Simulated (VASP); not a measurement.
The system is Au.

```xyz
1
Lattice="0.0000 2.0350 2.0350 2.0350 0.0000 2.0350 2.0350 2.0350 0.0000" Properties=species:S:1:pos:R:3 pbc="T T T"
Au    0.0000    0.0000    0.0000
```

| Property | Result |
| --- | --- |
| Program | VASP 6.6.1 |
| Task | relaxation of cell and atoms |
| Functional | BLYP |
| Dispersion | D4 |
| Potentials or basis | VASP PAW PBE potentials, release 64 (Au) |
| Cutoff | 600 eV |
| k mesh | 11 × 11 × 11 |
| Occupations | fermi-dirac, width 0.05 eV |
| Spin | no spin polarisation |

At the start: pressure 11.2 GPa; volume 16.85 Å³/atom.

Problem. Where does the relaxation end?

Solution. Over 4 steps the energy falls by 36.4 meV/atom and the volume is 17.98 Å³/atom (+6.7 %); space group Fm-3m (No. 225, to 0.05 Å).

The path:
```
step  energy change (eV)  largest force (eV/Å)  pressure (GPa)  volume (Å³)
   1              0.0000                0.0000           11.19        16.85
   2              0.0361                0.0000          -10.77        19.89
   3             -0.0364                0.0000           -0.25        18.01
   4             -0.0364                0.0000           -0.04        17.98
```

Final structure:
```
CELL_PARAMETERS angstrom
0.00000 2.07933 2.07933
2.07933 0.00000 2.07933
2.07933 2.07933 0.00000
ATOMIC_POSITIONS crystal
Au 0.00000 0.00000 0.00000
```

Caveat: the PAW data sets were made with another functional, which shifts forces and pressure a little; pairwise dispersion overbinds metals, which lowers pressure and volume.
